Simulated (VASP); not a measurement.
A run of VASP 6.6.1 is set up as follows.

The input POSCAR:

```
Ca
1.0
   -2.2052049050      2.2052049050      2.1961148100
    2.2052049050     -2.2052049050      2.1961148100
    2.2052049050      2.2052049050     -2.1961148100
Ca
1
Direct
    0.5000000000      0.5000000000      0.0000000000
```

Contents of INCAR.step1:

```
SYSTEM = Ca
PREC = Accurate
ENCUT = 440
EDIFF = 1E-5
ISMEAR = 0
SIGMA = 0.05
LREAL = .FALSE.
LASPH = .TRUE.
NELM = 120
ALGO = Normal
ISIF = 2
LWAVE = .TRUE.
LCHARG = .FALSE.
NBANDS = 11
GGA = PE
GGA_COMPAT = .FALSE.
```

Contents of INCAR.step2:

```
SYSTEM = Ca
PREC = Accurate
ENCUT = 440
EDIFF = 1E-6
ISMEAR = 0
SIGMA = 0.05
LREAL = .FALSE.
LASPH = .TRUE.
NELM = 120
ALGO = Normal
ISIF = 2
LWAVE = .FALSE.
LCHARG = .FALSE.
METAGGA = R2SCAN
LHFCALC = .TRUE.
AEXX = 0.1
LMIXTAU = .TRUE.
PRECFOCK = Normal
NBANDS = 11
ISTART = 1
GGA_COMPAT = .FALSE.
```

File KPOINTS:

```
regular mesh
0
G
  6 6 6
  0 0 0
```

Potentials or basis: VASP PAW PBE potentials, release 64 (Ca_sv).

Launch:

```console
$ cat potpaw_PBE.64/Ca_sv/POTCAR > POTCAR
$ cp INCAR.step1 INCAR
$ mpirun -np 1 vasp_std > vasp.out
$ cp INCAR.step2 INCAR
$ mpirun -np 1 vasp_std > vasp.out
```

(1) Predict the pressure.

(2) What does it give for the band gap on the k mesh?

## Answers

(1) 0.7 GPa.

(2) zero (bands 5 and 6 overlap by 0.75 eV).

Caveat: the PAW data sets were made with another functional, which shifts forces and pressure a little.
